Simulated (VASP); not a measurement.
## Lu: single point with LDA

Crystal: Lu.

```xyz
1
Lattice="-1.9541 1.9541 1.9541 1.9541 -1.9541 1.9541 1.9541 1.9541 -1.9541" Properties=species:S:1:pos:R:3 pbc="T T T"
Lu    0.0000    0.0000    0.0000
```

This isn't the form of Lu at room conditions, which is hcp.

```yaml
Program: VASP 6.6.1
Task: single point
Functional: LDA
Potentials_or_basis: VASP PAW PBE potentials, release 64 (Lu)
Cutoff: 600 eV
k_mesh: 8 × 8 × 8
Occupations: methfessel-paxton, width 0.025 eV
Spin: non-collinear spin, zero start, spin-orbit coupling
Starting_moments: "[[0.0, 0.0, 0.0]] μB"
```

| Quantity | Value |
| --- | --- |
| Pressure | -5.9 GPa |
| Net moment | 0.00 μB per cell |
| Valence electrons inside the program's atomic spheres | Lu 23.15 |

Moments on the atoms (μB; x, y, z):
```
Lu  0.00 0.00 0.00
```

Run time: 33 s on 1 thread of Intel(R) Xeon(R) 6975P-C (Granite Rapids) (shared host), peak memory 0.24 GiB.

Caveat: the cell stands under tension; the PAW data sets were made with another functional, which shifts forces and pressure a little.
